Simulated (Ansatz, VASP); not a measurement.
One calculation of Y, two programs

The input POSCAR:

```
Y
1.0
   -1.9795699541      1.9795699541      1.9795699541
    1.9795699541     -1.9795699541      1.9795699541
    1.9795699541      1.9795699541     -1.9795699541
Y
1
Direct
    0.0000000000      0.0000000000      0.0000000000
```

File INCAR.step1:

```
PREC     = Accurate       # precision mode
ENCUT    = 520            # plane-wave cutoff, eV
ISMEAR   = -1             # smearing method
SIGMA    = 0.1            # smearing width, eV
LREAL    = F              # projectors in reciprocal space
LASPH    = T              # aspherical terms in the spheres
NELM     = 100            # most SCF steps
NBANDS   = 12             # bands
GGA      = PE             # functional
ALGO     = Normal         # electronic algorithm
EDIFF    = 1E-4           # SCF threshold, eV
LWAVE    = T              # write WAVECAR
LCHARG   = F              # write CHGCAR
```

Contents of INCAR.step2:

```
PREC     = Accurate       # precision mode
ENCUT    = 520            # plane-wave cutoff, eV
EDIFF    = 1E-6           # SCF threshold, eV
ISMEAR   = -1             # smearing method
SIGMA    = 0.1            # smearing width, eV
LREAL    = F              # projectors in reciprocal space
LASPH    = T              # aspherical terms in the spheres
NELM     = 100            # most SCF steps
ALGO     = Normal         # electronic algorithm
ISIF     = 2              # what is computed and relaxed
LWAVE    = F              # write WAVECAR
LCHARG   = F              # write CHGCAR
METAGGA  = R2SCAN         # meta-GGA
LMIXTAU  = T            
NBANDS   = 12             # bands
ISTART   = 1
```

The input KPOINTS:

```
regular mesh
0
Gamma
  12 12 12
```

Input for Ansatz:

```yaml
crystal:
  lattice:
    - [-1.9795699541, 1.9795699541, 1.9795699541]
    - [1.9795699541, -1.9795699541, 1.9795699541]
    - [1.9795699541, 1.9795699541, -1.9795699541]
  atoms:
    - { symbol: "Y", position: [0.0, 0.0, 0.0] }
hamiltonian:
  xc: r2scan
  pseudopotentials:
    kind: paw
    azcp:
      "Y": "pseudopotentials/Y.paw.azcp"
basis:
  ecutwfc: 500
  fft_grid_basis: typed
kpoints:
  mp_grid: { grid: [12, 12, 12], shift: [0, 0, 0] }
magnetization:
  spin_polarized: false
scf:
  occupations: { method: fermi_dirac, width: 0.1 }
  lower_state_search: "off"
output:
  stress: true
```

Alike in both runs: task single point; functional r2SCAN; k mesh 12 × 12 × 12; occupations fermi-dirac, width 0.1 eV; no spin polarisation.

```csv
,VASP,Ansatz
version,VASP 6.6.1,Ansatz 0.2.0
potentials or method,"VASP PAW PBE potentials, release 64 (Y_sv), cutoff 520 eV","plane waves (500 eV) with PAW, scalar-relativistic"
valence electrons in the cell,11,11
```

VASP gave:

```
pressure (GPa) : 3.7
```

Q: What did Ansatz give for the same quantities?

A: Pressure (GPa): 3.6.

VASP's potentials were made for PBE, not for r2SCAN. With one functional, cell and mesh, what is left measures potentials, basis and numerics.
